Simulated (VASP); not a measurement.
# LiCl (I4/mmm) in VASP: a series of runs

Runs on LiCl. Level: PBE. Tasks: single point.

Everything below comes from runs of VASP 6.6.1. Logs are shortened: lines on timing, memory, paths and dates and some standing lists are left out, and cuts for length are marked.

### 1 The cell of the first run

It takes space group I4/mmm (No. 139, tetragonal). Conventional cell: a = 3.627 Å, b = 3.627 Å, c = 5.540 Å, α = 90.00°, β = 90.00°, γ = 90.00°. Li (site symmetry 4/mmm) has 6 Cl at 2.56 to 2.77 Å within 3.4 Å. Cl (site symmetry 4/mmm) has 6 Li at 2.56 to 2.77 Å within 3.4 Å.

### 2 Single point, PBE (strain +0.000 along x and y, +0.080 along z)

INCAR reads:

```
PREC = Accurate
ENCUT = 520
EDIFF = 1E-6
ISMEAR = 0
SIGMA = 0.05
LREAL = False
LASPH = True
NELM = 100
ALGO = Normal
ISIF = 2
LWAVE = False
LCHARG = True
GGA = PE
LELF = True
LVHAR = True
NBANDS = 12
```

KPOINTS reads:

```
regular mesh
0
Gamma
  8 8 8
```

POSCAR reads:

```
LiCl
1.0
    0.0000000000      2.5647600000      2.7699408000
    2.5647600000      0.0000000000      2.7699408000
    2.5647600000      2.5647600000      0.0000000000
Li Cl
1 1
Direct
    0.0000000000      0.0000000000      0.0000000000
    0.5000000000      0.5000000000      0.5000000000
```

Potentials or basis: VASP PAW PBE potentials, release 64 (Li_sv, Cl).

On the command line:

```
$ cat potpaw_PBE.64/Li_sv/POTCAR potpaw_PBE.64/Cl/POTCAR > POTCAR
$ mpirun -np 1 vasp_std > vasp.out
```

OUTCAR:

```text
PREC = Accurate
   ENCUT = 520
   EDIFF = 1E-6
   ISMEAR = 0
   LREAL = False
   LASPH = True
   NELM = 100
   ISIF = 2
   GGA = PE

 ion  position               nearest neighbor table
   1  0.000  0.000  0.000-   2 2.56   2 2.56   2 2.56   2 2.56
   2  0.500  0.500  0.500-   1 2.56   1 2.56   1 2.56   1 2.56

  LATTYP: Found a body centered tetragonal cell.
 ALAT       =     3.6271183762
 C/A-ratio  =     1.5273506474

  Lattice vectors:

 A1 = (  -2.5647600000,   0.0000000000,   2.7699408000)
 A2 = (   2.5647600000,   0.0000000000,   2.7699408000)
 A3 = (   0.0000000000,   2.5647600000,  -2.7699408000)

Analysis of symmetry for initial positions (statically):
=====================================================================
 Subroutine PRICEL returns:
 Original cell was already a primitive cell.

 Routine SETGRP: Setting up the symmetry group for a
 body centered tetragonal supercell.

 Subroutine GETGRP returns: Found 16 space group operations
 (whereof 16 operations were pure point group operations)
 out of a pool of 16 trial point group operations.

The static configuration has the point symmetry D_4h.

Analysis of symmetry for dynamics (positions and initial velocities):
=====================================================================
 Subroutine PRICEL returns:
 Original cell was already a primitive cell.

 Routine SETGRP: Setting up the symmetry group for a
 body centered tetragonal supercell.

 Subroutine GETGRP returns: Found 16 space group operations
 (whereof 16 operations were pure point group operations)
 out of a pool of 16 trial point group operations.

The dynamic configuration has the point symmetry D_4h.

 Subroutine INISYM returns: Found 16 space group operations
 (whereof 16 operations are pure point group operations),
 and found     1 'primitive' translations

----------------------------------------------------------------------------------------

                                     Primitive cell

  volume of cell :      36.4413

  direct lattice vectors                    reciprocal lattice vectors
     0.000000000  2.564760000  2.769940800    -0.194950015  0.194950015  0.180509273
     2.564760000  0.000000000  2.769940800     0.194950015 -0.194950015  0.180509273
     2.564760000  2.564760000  0.000000000     0.194950015  0.194950015 -0.180509273

  length of vectors
     3.774992171  3.774992171  3.627118376     0.329536969  0.329536969  0.329536969

  position of ions in fractional coordinates (direct lattice)
     0.000000000  0.000000000  0.000000000
     0.500000000  0.500000000  0.500000000

  ion indices of the primitive-cell ions
   primitive index   ion index
                 1           1
                 2           2

----------------------------------------------------------------------------------------

 KPOINTS: regular mesh

Automatic generation of k-mesh.
 Grid dimensions read from file:
 generate k-points for:    8    8    8

 Generating k-lattice:

  Cartesian coordinates                     Fractional coordinates (reciprocal lattice)
    -0.024368752  0.024368752  0.022563659     0.125000000  0.000000000  0.000000000
     0.024368752 -0.024368752  0.022563659     0.000000000  0.125000000  0.000000000
     0.024368752  0.024368752 -0.022563659     0.000000000  0.000000000  0.125000000

  Length of vectors
     0.041192121  0.041192121  0.041192121

  Shift w.r.t. Gamma in fractional coordinates (k-lattice)
     0.000000000  0.000000000  0.000000000

 Subroutine IBZKPT returns following result:
 ===========================================

 Found     59 irreducible k-points:

 Following reciprocal coordinates:
            Coordinates               Weight
  0.000000  0.000000  0.000000      1.000000
  0.125000 -0.000000  0.000000      8.000000
  0.250000 -0.000000  0.000000      8.000000
  0.375000 -0.000000  0.000000      8.000000
  0.500000 -0.000000  0.000000      4.000000
  0.125000  0.125000  0.000000      2.000000
[... 16 lines left out ...]
  0.250000 -0.000000  0.125000     16.000000
  0.375000 -0.000000  0.125000     16.000000
 [... further k-points ...]
   k-points           NKPTS =     59   k-points in BZ     NKDIM =     59   number of bands    NBANDS=     12
   number of dos      NEDOS =    301   number of ions     NIONS =      2
   total plane-waves  NPLWV =  21952
   dimension x,y,z NGX =    28 NGY =   28 NGZ =   28
   dimension x,y,z NGXF=    56 NGYF=   56 NGZF=   56
   ions per type =               1   1
   NGX,Y,Z   is equivalent  to a cutoff of  12.33, 12.33, 12.83 a.u.
   NGXF,Y,Z  is equivalent  to a cutoff of  24.66, 24.66, 25.67 a.u.
 SYSTEM =  unknown system
   PREC   = accura    normal or accurate (medium, high low for compatibility)
   ISTART =      0    job   : 0-new  1-cont  2-samecut
   ICHARG =      2    charge: 1-file 2-atom 10-const
   ISPIN  =      1    spin polarized calculation?
   LNONCOLLINEAR =      F non collinear calculations
   LSORBIT =      F    spin-orbit coupling
   LASPH  =      T    aspherical Exc in radial PAW
   ENCUT  =  520.0 eV  38.22 Ry    6.18 a.u.   7.02  7.02  6.74*2*pi/ulx,y,z
   NELM   =    100;   NELMIN=  2; NELMDL= -5     # of ELM steps
   EDIFF  = 0.1E-05   stopping-criterion for ELM
   LREAL  =      F    real-space projection
   EDIFFG = 0.1E-04   stopping-criterion for IOM
   NSW    =      0    number of steps for IOM
   IBRION =     -1    ionic relax: 0-MD 1-quasi-New 2-CG
   NFREE  =      0    steps in history (QN), initial steepest desc. (CG)
   ISIF   =      2    stress and relaxation
   ISYM   =      2    0-nonsym 1-usesym 2-fastsym
   POTIM  = 0.5000    time-step for ionic-motion
   TEBEG  =    0.0;   TEEND  =   0.0 temperature during run
   PSTRESS=    0.0 pullay stress
   NELECT =      10.0000    total number of electrons
   NUPDOWN=      -1.0000    fix difference up-down
   EMIN   =  10.00;   EMAX   =-10.00  energy-range for DOS
   EFERMI =   0.00;   METHOD = LEGACY
   ISMEAR =     0;   SIGMA  =   0.05  broadening in eV -4-tet -1-fermi 0-gaus
   EFERMI_NEDOS =   21; number of points for ismear=-14 and -15
   IALGO  =     38    algorithm
   IMIX   =      4    mixing-type and parameters
     AMIX     =   0.40;   BMIX     =  1.00
     AMIX_MAG =   1.60;   BMIX_MAG =  1.00
  volume/ion in A,a.u.               =      18.22       122.96
  Fermi-wavevector in a.u.,A,eV,Ry     =   1.063841  2.010369 15.398507  1.131758
  Thomas-Fermi vector in A             =   2.199340
   LORBIT       =      0    0 simple, 1 ext, 2 COOP (PROOUT), +10 PAW based schemes
   GGA     = PE    functional components
   LHFCALC =     F    Hartree Fock is set to
   AEXX    =    0.0000 exact exchange contribution
   IVDW    =     0    specifies the selected vdW correction
   LEPSILON=     F    determine dielectric tensor
   LRPA    =     F    only Hartree local field effects (RPA)
 non-spin polarized calculation
 Gauss-broadening in eV      SIGMA  =   0.05
  energy-cutoff  :      520.00
  volume of cell :       36.44
 maximum number of plane-waves:      1020
   NGX = 15   NGY = 15   NGZ = 13

 number of electron      10.0000004 magnetization

 Free energy of the ion-electron system (eV)
  ---------------------------------------------------
  ext. energy  EPLUGINS =         0.00000000
  ---------------------------------------------------
  free energy    TOTEN  =        -7.36539770 eV

  energy without entropy =       -7.36539770  energy(sigma->0) =       -7.36539770

 E-fermi :   0.4267     XC(G=0):  -8.3943

 val. band max:        0.1123222071   @ k =   0.0000   0.0000   0.0000
 cond. band min:       5.9522634760   @ k =   0.0000   0.0000   0.0000
 fundamental gap:      5.8399412690
 Fermi energy:         0.4266831836

 k-point     1 :       0.0000    0.0000    0.0000
  band No.  band energies     occupation
      1     -43.6260      2.00000
      2     -13.1258      2.00000
      3      -0.0381      2.00000
      4      -0.0381      2.00000
      5       0.1123      2.00000
      6       5.9523      0.00000
      7      11.4978      0.00000
      8      12.1414      0.00000
      9      12.1414      0.00000
     10      13.2730      0.00000
     11      13.8523      0.00000
     12      14.5939      0.00000

 k-point     2 :       0.1250   -0.0000    0.0000
  band No.  band energies     occupation
      1     -43.6257      2.00000
      2     -13.0623      2.00000
      3      -0.4719      2.00000
      4      -0.0513      2.00000
      5       0.0194      2.00000
      6       6.4065      0.00000
      7      11.0347      0.00000
      8      11.3831      0.00000
      9      12.1148      0.00000
     10      12.7816      0.00000
     11      13.1658      0.00000
     12      14.5604      0.00000

 k-point     3 :       0.2500   -0.0000    0.0000
  band No.  band energies     occupation
      1     -43.6251      2.00000
      2     -12.9017      2.00000
      3      -1.4047      2.00000
      4      -0.1182      2.00000
      5      -0.0806      2.00000
      6       6.9591      0.00000
      7      10.2035      0.00000
      8      10.7604      0.00000
      9      10.9814      0.00000
     10      13.7769      0.00000
     11      13.8319      0.00000
     12      15.1489      0.00000
[... 286 lines left out ...]
 k-point    23 :       0.2500   -0.0000    0.1250
  band No.  band energies     occupation
      1     -43.6251      2.00000
      2     -12.9021      2.00000
      3      -1.1806      2.00000
      4      -0.3277      2.00000
      5      -0.1647      2.00000
      6       7.3641      0.00000
      7      10.1707      0.00000
      8      10.3775      0.00000
      9      11.2850      0.00000
     10      12.4286      0.00000
     11      14.6484      0.00000
     12      15.9300      0.00000

 k-point    24 :       0.3750   -0.0000    0.1250
  band No.  band energies     occupation
      1     -43.6245      2.00000
      2     -12.7291      2.00000
      3      -1.9747      2.00000
      4      -0.3879      2.00000
      5      -0.3367      2.00000
      6       7.4659      0.00000
      7       9.6312      0.00000
      8      10.2772      0.00000
      9      10.8223      0.00000
     10      13.7315      0.00000
     11      16.1379      0.00000
     12      16.8204      0.00000

 [... further k-points ...]
[... 5 lines left out ...]
  --------------------------------------------------------------------------------------
  -------------------------------------------------------------------------------------
  Total       -0.2699494     -0.2699494     -0.5386508      0.0000000      0.0000000     -0.0000000
  in kB      -11.8685870    -11.8685870    -23.6823023      0.0000000      0.0000000     -0.0000000
  external PRESSURE =     -15.8064921 kB  Pullay stress =       0.0000000 kB

 VOLUME and BASIS-vectors are now :
 -----------------------------------------------------------------------------
  energy-cutoff  :      520.00
  volume of cell :       36.44
      direct lattice vectors                 reciprocal lattice vectors
     0.000000000  2.564760000  2.769940800    -0.194950015  0.194950015  0.180509273
     2.564760000  0.000000000  2.769940800     0.194950015 -0.194950015  0.180509273
     2.564760000  2.564760000  0.000000000     0.194950015  0.194950015 -0.180509273

 POSITION                                       TOTAL-FORCE (eV/Angst)
 -----------------------------------------------------------------------------------
      0.00000      0.00000      0.00000        -0.000000     -0.000000      0.000000
      2.56476      2.56476      2.76994         0.000000      0.000000     -0.000000
 -----------------------------------------------------------------------------------
    total drift:                                0.000000      0.000000      0.000000

  FREE ENERGIE OF THE ION-ELECTRON SYSTEM (eV)
  ---------------------------------------------------
  free  energy   TOTEN  =        -7.3653977032 eV

  energy  without entropy=       -7.3653977032  energy(sigma->0) =       -7.36539770
```

It took 26 s on 1 thread of Intel Xeon Platinum 8488C (Sapphire Rapids), shared host; peak memory 0.16 GiB.

What came out:

- Free energy: -7.3654 eV
- Band gap on the k mesh: 5.84 eV, direct

Levels at points of the mesh, in eV from the valence-band top:
| k point | band 3 | band 4 | band 5 | band 6 | band 7 | band 8 |
| --- | --- | --- | --- | --- | --- | --- |
| (0.00, 0.00, 0.00) | -0.15 | -0.15 | 0.00 | 5.84 | 11.39 | 12.03 |
| (0.50, 0.00, 0.00) | -2.61 | -0.40 | -0.23 | 6.58 | 9.13 | 9.65 |
| (0.50, 0.50, 0.00) | -2.63 | -0.92 | -0.92 | 7.76 | 8.53 | 11.09 |
| (0.50, 0.00, 0.50) | -2.66 | -1.36 | -0.89 | 7.62 | 8.23 | 12.08 |

Caveat: the cell differs from its parent crystal (strain +0.000 along x and y, +0.080 along z); the cutoff is under 1.25 times the usual one of these potentials, so pressure, stress and relaxed cells hold a basis-set (Pulay) error.

### 3 Single point, PBE (strain +0.080 along x and y, -0.080 along z)

INCAR reads:

```
SYSTEM = LiCl
ALGO = Normal
EDIFF = 1E-6
ENCUT = 520
GGA = PE
ISIF = 2
ISMEAR = 0
LASPH = .True.
LCHARG = .True.
LELF = .True.
LREAL = .False.
LVHAR = .True.
LWAVE = .False.
NBANDS = 12
NELM = 60
PREC = Accurate
SIGMA = 0.05
```

KPOINTS reads:

```
k-points
0
Gamma
  8 8 8
  0 0 0
```

POSCAR reads:

```
LiCl
1.0
    0.0000000000      2.7699408000      2.3595792000
    2.7699408000      0.0000000000      2.3595792000
    2.7699408000      2.7699408000      0.0000000000
Li Cl
1 1
Direct
    0.0000000000      0.0000000000      0.0000000000
    0.5000000000      0.5000000000      0.5000000000
```

Potentials or basis: VASP PAW PBE potentials, release 64 (Li_sv, Cl).

On the command line:

```
$ cat potpaw_PBE.64/Li_sv/POTCAR potpaw_PBE.64/Cl/POTCAR > POTCAR
$ mpirun -np 1 vasp_std > vasp.out
```

Wall time 20 s (1 thread of Intel Xeon Platinum 8488C (Sapphire Rapids), shared host); peak memory 0.16 GiB.

Results (log left out):

```yaml
Free_energy: -7.3266 eV
Band_gap_on_the_k_mesh: 5.84 eV, direct
```

Levels at points of the mesh, in eV from the valence-band top:
```csv
k point,band 1,band 2,band 3,band 4,band 5,band 6,band 7,band 8,band 9,band 10
"(0.00, 0.00, 0.00)",-43.69,-13.32,-0.56,0.00,0.00,5.84,11.49,11.49,12.77,13.15
"(0.50, 0.00, 0.00)",-43.69,-12.85,-2.67,-0.52,-0.25,6.50,8.74,10.21,12.11,15.82
"(0.50, 0.50, 0.00)",-43.69,-12.51,-2.73,-1.40,-1.40,7.71,7.81,12.88,12.88,13.33
"(0.50, 0.00, 0.50)",-43.69,-12.71,-2.73,-1.48,-0.51,7.84,8.67,11.12,12.56,15.72
```

Caveat: the cell differs from its parent crystal (strain +0.080 along x and y, -0.080 along z); the cutoff is under 1.25 times the usual one of these potentials, so pressure, stress and relaxed cells hold a basis-set (Pulay) error. A k mesh can miss the band edges.

### 4 Single point, PBE (strain +0.040 along x and y, +0.000 along z)

INCAR reads:

```
PREC = Accurate ; ENCUT = 520
EDIFF = 1E-6 ; ISMEAR = 0
SIGMA = 0.05 ; LREAL = F
LASPH = T ; NELM = 80
ALGO = Normal ; ISIF = 2
LWAVE = F ; LCHARG = T
GGA = PE ; LELF = T
LVHAR = T ; NBANDS = 12
```

KPOINTS reads:

```
Automatic mesh
0
Gamma
  8 8 8
```

POSCAR reads:

```
LiCl
1.0
    0.0000000000      2.6673504000      2.5647600000
    2.6673504000      0.0000000000      2.5647600000
    2.6673504000      2.6673504000      0.0000000000
Li Cl
1 1
Direct
    0.0000000000      0.0000000000      0.0000000000
    0.5000000000      0.5000000000      0.5000000000
```

On the command line:

```
$ cat potpaw_PBE.64/Li_sv/POTCAR potpaw_PBE.64/Cl/POTCAR > POTCAR
$ mpirun -np 1 vasp_std > vasp.out
```

Wall time 21 s (1 thread of Intel Xeon Platinum 8488C (Sapphire Rapids), shared host); peak memory 0.16 GiB.

It converged, with:

* Free energy: -7.3697 eV
* Band gap on the k mesh: 5.88 eV, direct

Levels at points of the mesh, in eV from the valence-band top:
```csv
k point,band 3,band 4,band 5,band 6,band 7,band 8
"(0.00, 0.00, 0.00)",-0.11,0.00,0.00,5.88,11.73,11.73
"(0.50, 0.00, 0.00)",-2.54,-0.30,-0.22,6.64,9.27,9.58
"(0.50, 0.50, 0.00)",-2.59,-1.07,-1.07,7.65,8.24,12.12
"(0.50, 0.00, 0.50)",-2.59,-1.09,-0.84,7.70,8.43,11.59
```

Caveat: the cell differs from its parent crystal (strain +0.040 along x and y, +0.000 along z); the cutoff is under 1.25 times the usual one of these potentials, so pressure, stress and relaxed cells hold a basis-set (Pulay) error. A k mesh can miss the band edges.

### 5 Single point, PBE (strain +0.080 along x and y, -0.040 along z)

INCAR reads:

```
PREC = Accurate
ENCUT = 520
EDIFF = 1E-6
ISMEAR = 0
SIGMA = 0.05
LREAL = F
LASPH = T
NELM = 60
ALGO = Normal
ISIF = 2
LWAVE = F
LCHARG = T
GGA = PE
LELF = T
LVHAR = T
NBANDS = 12
```

KPOINTS reads:

```
regular mesh
0
Gamma
  8 8 8
```

POSCAR reads:

```
LiCl
1.0
    0.0000000000      2.7699408000      2.4621696000
    2.7699408000      0.0000000000      2.4621696000
    2.7699408000      2.7699408000      0.0000000000
Li Cl
1 1
Direct
    0.0000000000      0.0000000000      0.0000000000
    0.5000000000      0.5000000000      0.5000000000
```

On the command line:

```
$ cat potpaw_PBE.64/Li_sv/POTCAR potpaw_PBE.64/Cl/POTCAR > POTCAR
$ mpirun -np 1 vasp_std > vasp.out
```

Wall time 23 s (1 thread of Intel Xeon Platinum 8488C (Sapphire Rapids), shared host); peak memory 0.16 GiB.

Results (log left out):

- Free energy: -7.3376 eV
- Band gap on the k mesh: 5.66 eV, direct

Levels at points of the mesh, in eV from the valence-band top:
```csv
k point,band 1,band 2,band 3,band 4,band 5,band 6,band 7,band 8,band 9,band 10
"(0.00, 0.00, 0.00)",-43.79,-13.15,-0.38,0.00,0.00,5.66,11.51,11.51,12.43,13.15
"(0.50, 0.00, 0.00)",-43.79,-12.72,-2.48,-0.42,-0.22,6.52,8.90,9.89,11.76,15.93
"(0.50, 0.50, 0.00)",-43.79,-12.45,-2.53,-1.20,-1.20,7.57,8.01,12.55,12.72,12.72
"(0.50, 0.00, 0.50)",-43.79,-12.59,-2.51,-1.27,-0.58,7.66,8.59,10.98,12.53,14.69
```

Caveat: the cell differs from its parent crystal (strain +0.080 along x and y, -0.040 along z); the cutoff is under 1.25 times the usual one of these potentials, so pressure, stress and relaxed cells hold a basis-set (Pulay) error. A k mesh can miss the band edges.

### 6 Single point, PBE (strain +0.080 along x and y, +0.000 along z)

INCAR reads:

```
PREC = Accurate
ENCUT = 520
EDIFF = 1E-7
ISMEAR = 0
SIGMA = 0.05
LREAL = False
LASPH = True
NELM = 100
ALGO = Normal
ISIF = 2
LWAVE = False
LCHARG = False
GGA = PE
NBANDS = 12
```

KPOINTS reads:

```
Automatic mesh
0
Gamma
  8 8 8
```

POSCAR reads:

```
LiCl
1.0
    0.0000000000      2.7699408000      2.5647600000
    2.7699408000      0.0000000000      2.5647600000
    2.7699408000      2.7699408000      0.0000000000
Li Cl
1 1
Direct
    0.0000000000      0.0000000000      0.0000000000
    0.5000000000      0.5000000000      0.5000000000
```

Potentials or basis: VASP PAW PBE potentials, release 64 (Li_sv, Cl).

On the command line:

```
$ cat potpaw_PBE.64/Li_sv/POTCAR potpaw_PBE.64/Cl/POTCAR > POTCAR
$ mpirun -np 1 vasp_std > vasp.out
```

Run time: 18 s. Hardware: 1 thread of Intel Xeon Platinum 8488C (Sapphire Rapids), shared host; peak memory 0.16 GiB.

The run converged. Its results:

```
Free energy            : -7.3212 eV
Band gap on the k mesh : 5.50 eV, direct
```

Levels at points of the mesh, in eV from the valence-band top:
```tsv
k point	band 2	band 3	band 4	band 5	band 6	band 7	band 8	band 9
(0.00, 0.00, 0.00)	-12.99	-0.22	0.00	0.00	5.50	11.55	11.55	12.14
(0.50, 0.00, 0.00)	-12.60	-2.31	-0.32	-0.20	6.51	9.05	9.64	11.42
(0.50, 0.50, 0.00)	-12.39	-2.34	-1.03	-1.03	7.47	8.19	11.84	12.60
(0.50, 0.00, 0.50)	-12.47	-2.32	-1.07	-0.64	7.52	8.55	10.85	12.51
```

Caveat: the cell differs from its parent crystal (strain +0.080 along x and y, +0.000 along z); the cutoff is under 1.25 times the usual one of these potentials, so pressure, stress and relaxed cells hold a basis-set (Pulay) error.

(Part 1 of 2 ends here.)
